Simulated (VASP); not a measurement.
Wanted: the native input for a VASP 6.6.1 run.

| Item | Value |
| --- | --- |
| Task | single point |
| Functional | BLYP |
| Dispersion | D3(BJ) |
| Potentials or basis | VASP PAW PBE potentials, release 64 (Mg, O) |
| Cutoff | 520 eV |
| k mesh | 11 × 11 × 11 |
| Occupations | fermi-dirac, width 0.05 eV |
| Spin | no spin polarisation |
| Dipole correction | no |
| Further INCAR settings | ALGO = Normal; EDIFF = 1e-06; NBANDS = 11 |

The structure of MgO lies in POSCAR:

```
MgO
1.0
    0.0000000000      2.0869231319      2.0869231319
    2.0869231319      0.0000000000      2.0869231319
    2.0869231319      2.0869231319      0.0000000000
Mg O
1 1
Direct
    0.0000000000      0.0000000000      0.0000000000
    0.5000000000      0.5000000000      0.5000000000
```

These files were run (other wordings do the same):

INCAR

```
SYSTEM = MgO
  AGGAC = 1.0
  AGGAX = 1.0
  ALDAC = 0.0
  ALDAX = 1.0
  ALGO = Normal
  EDIFF = 1E-6
  ENCUT = 520
  GGA = B5
  ISIF = 2
  ISMEAR = -1
  IVDW = 12
  LASPH = .True.
  LCHARG = .False.
  LREAL = .False.
  LWAVE = .False.
  NBANDS = 11
  NELM = 80
  PREC = Accurate
  SIGMA = 0.05
  VDW_A1 = 0.4298
  VDW_A2 = 4.2359
  VDW_S6 = 1.0
  VDW_S8 = 2.6996
```

KPOINTS

```
k-points
0
Gamma
  11 11 11
  0 0 0
```

Potentials or basis: VASP PAW PBE potentials, release 64 (Mg, O).

The run is started by

```bash
$ cat potpaw_PBE.64/Mg/POTCAR potpaw_PBE.64/O/POTCAR > POTCAR
$ mpirun -np 1 vasp_std > vasp.out
```

Results of the run:

```json
{
 "Pressure": "-0.4 GPa",
 "Band gap on the k mesh": "5.29 eV, direct",
 "Dispersion energy per atom": "-0.655 eV"
}
```

Caveat: the PAW data sets were made with another functional, which shifts forces and pressure a little.

It took 9.5 s on 1 thread of Intel(R) Xeon(R) 6975P-C (Granite Rapids), with other jobs on the host, peak memory 0.15 GiB.
